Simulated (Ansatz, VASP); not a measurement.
Two plane-wave programs on BiSb2O2

```
Sb Bi O
1.0
     4.17707    0.00000    0.00000
     0.00000    4.17707    0.00000
     0.00000    0.00000    8.79400
Sb Bi O
2 1 2
Cartesian
  0.0000 0.0000 3.0422
  0.0000 0.0000 5.7518
  2.0885 2.0885 0.0000
  0.0000 2.0885 0.0000
  2.0885 0.0000 0.0000
```

Alike in both runs: functional PBE; k mesh 4 × 4 × 2; occupations gaussian, width 0.1 eV; no spin polarisation.

Ansatz relaxed the structure, and its values are those at the end. VASP's run is a single point on that final structure, the one shown.

```csv
,VASP,Ansatz
version,VASP 6.6.1,Ansatz 0.2.0
potentials or method,"VASP PAW PBE potentials, release 64 (Sb, Bi_d, O), cutoff 520 eV","scalar-relativistic, plane waves, PAW"
valence electrons in the cell,37,57
```

Ansatz gave:

```
gap on the k mesh at the Fermi level (eV) : none
pressure (GPa)                            : 0.1
rms of the force components (eV/Å)        : 0.006
```

Q: What did VASP give for the same quantities?

A: gap on the k mesh at the Fermi level (eV): none; pressure (GPa): 0.2; rms of the force components (eV/Å): 0.011.

A gap of «none» marks a metal or a gap that the smearing closes. VASP's potentials hold 37 valence electrons a cell and Ansatz's 57, so a difference there can come from the potentials and not from the codes.

The k mesh is coarse, so the values compare programs but aren't converged. Spin-orbit coupling is off throughout.
